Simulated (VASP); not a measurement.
A run of VASP 6.6.1 is set up as follows.

Contents of INCAR:

```
ALGO = Normal
EDIFF = 1E-7
ENCUT = 520
GGA = PS
ISIF = 2
ISMEAR = 0
LASPH = T
LCHARG = F
LREAL = F
LWAVE = F
NBANDS = 16
NELM = 100
PREC = Accurate
SIGMA = 0.05
```

Contents of KPOINTS:

```
k-points
0
Gamma
  8 8 8
```

The input POSCAR:

```
CdS
1.0
    0.0000000000      2.8926241181      2.8926241181
    2.8926241181      0.0000000000      2.8926241181
    2.8926241181      2.8926241181      0.0000000000
Cd S
1 1
Direct
    0.0000000000      0.0000000000      0.0000000000
    0.7500000000      0.7500000000      0.7500000000
```

Potentials or basis: VASP PAW PBE potentials, release 64 (Cd, S).

Command:

```sh
$ cat potpaw_PBE.64/Cd/POTCAR potpaw_PBE.64/S/POTCAR > POTCAR
$ mpirun -np 1 vasp_std > vasp.out
```

Predict the band gap on the k mesh.

1.06 eV, direct.

What does it give for the pressure?

1.7 GPa.

Caveat: the PAW data sets were made with another functional, which shifts forces and pressure a little.
